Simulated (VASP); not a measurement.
Crystal: KBr.

```
CELL_PARAMETERS angstrom
0.00000 3.30225 3.30225
3.30225 0.00000 3.30225
3.30225 3.30225 0.00000
ATOMIC_POSITIONS crystal
K 0.00000 0.00000 0.00000
Br 0.50000 0.50000 0.50000
```

Base run:

| Item | Value |
| --- | --- |
| Program | VASP 6.6.1 |
| Functional | PBE |
| Potentials or basis | VASP PAW PBE potentials, release 64 (K_sv, Br) |
| Cutoff | 520 eV |
| k mesh | 4 × 4 × 4 |
| Occupations | gaussian, width 0.01 eV |
| Spin | no spin polarisation |

Its results: band gap on the k mesh 4.43 eV; pressure 0.7 GPa.

Q: After a change of settings the same cell gave: band gap on the k mesh 6.32 eV; pressure 0.4 GPa. Which change was it?
A. functional from PBE to r2SCAN
B. functional from PBE to HSE06
C. k mesh from 4 × 4 × 4 to 6 × 6 × 6
D. functional from PBE to PBE0

A: D.

Caveats: the PAW data sets were made with another functional, which shifts forces and pressure a little (at least some runs).
